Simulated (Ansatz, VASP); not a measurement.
**One calculation of CdS, two programs**

The input POSCAR:

```
CdS
1.0
    0.0000000000      2.7724455593      2.7724455593
    2.7724455593      0.0000000000      2.7724455593
    2.7724455593      2.7724455593      0.0000000000
Cd S
1 1
Direct
   -0.0021230927      0.0021230927      0.0021230927
    0.5074443337      0.4925556663      0.4925556663
```

INCAR.step1

```
PREC     = Accurate       # precision mode
ENCUT    = 520            # plane-wave cutoff, eV
ISMEAR   = 0              # smearing method
SIGMA    = 0.05           # smearing width, eV
LREAL    = F              # projectors in reciprocal space
LASPH    = T              # aspherical terms in the spheres
NELM     = 80             # most SCF steps
NBANDS   = 16             # bands
GGA      = PE             # functional
ALGO     = Normal         # electronic algorithm
EDIFF    = 1E-4           # SCF threshold, eV
LWAVE    = T              # write WAVECAR
LCHARG   = F              # write CHGCAR
```

The input INCAR.step2:

```
PREC     = Accurate       # precision mode
ENCUT    = 520            # plane-wave cutoff, eV
EDIFF    = 1E-6           # SCF threshold, eV
ISMEAR   = 0              # smearing method
SIGMA    = 0.05           # smearing width, eV
LREAL    = F              # projectors in reciprocal space
LASPH    = T              # aspherical terms in the spheres
NELM     = 80             # most SCF steps
ALGO     = Normal         # electronic algorithm
ISIF     = 2              # what is computed and relaxed
LWAVE    = F              # write WAVECAR
LCHARG   = F              # write CHGCAR
METAGGA  = R2SCAN         # meta-GGA
LMIXTAU  = T            
NBANDS   = 16             # bands
ISTART   = 1
```

File KPOINTS:

```
regular mesh
0
Gamma
  8 8 8
```

Input for Ansatz:

```yaml
crystal:
  lattice:
    - [0.0, 2.7724455593, 2.7724455593]
    - [2.7724455593, 0.0, 2.7724455593]
    - [2.7724455593, 2.7724455593, 0.0]
  atoms:
    - { symbol: Cd, position: [-0.0021230927, 0.0021230927, 0.0021230927] }
    - { symbol: S, position: [0.5074443337, 0.4925556663, 0.4925556663] }
basis:
  ecutwfc: 500
kpoints:
  mp_grid: { grid: [8, 8, 8] }
hamiltonian:
  xc: r2scan
scf:
  occupations: { method: gaussian, width: 0.05 }
output:
  forces: true
  stress: true
  eigenvalues: true
```

Change from the starting cell: mode 4 frozen in at -0.041 Å, equal normal strain along x, y and z +0.0167.

Alike in both runs: task single point; functional r2SCAN; k mesh 8 × 8 × 8; occupations gaussian, width 0.05 eV; no spin polarisation.

|  | VASP | Ansatz |
| --- | --- | --- |
| version | VASP 6.6.1 | Ansatz 0.2.0 |
| potentials or method | VASP PAW PBE potentials, release 64 (Cd, S), cutoff 520 eV | scalar-relativistic, plane waves, PAW |
| valence electrons in the cell | 18 | 26 |

|  | VASP | Ansatz | Ansatz less VASP |
| --- | --- | --- | --- |
| gap on the k mesh at the Fermi level (eV) | 0.74 | 0.75 | +0.017 |
| least direct gap on the mesh (eV) | 2.00 | 2.03 | +0.031 |
| pressure (GPa) | -3.2 | -3.6 | -0.37 |
| traceless stress, the component that is largest in VASP (GPa) | 0.16 | 0.16 | -0.004 |
| rms of the force components (eV/Å) | 0.035 | 0.032 | -0.0024 |

VASP's potentials were made for PBE, not for r2SCAN. Atom by atom the forces differ by 0.002 eV/Å (rms over components). With one functional, cell and mesh, what is left measures potentials, basis and numerics. VASP's potentials hold 18 valence electrons a cell and Ansatz's 26, so a difference there can come from the potentials and not from the codes.
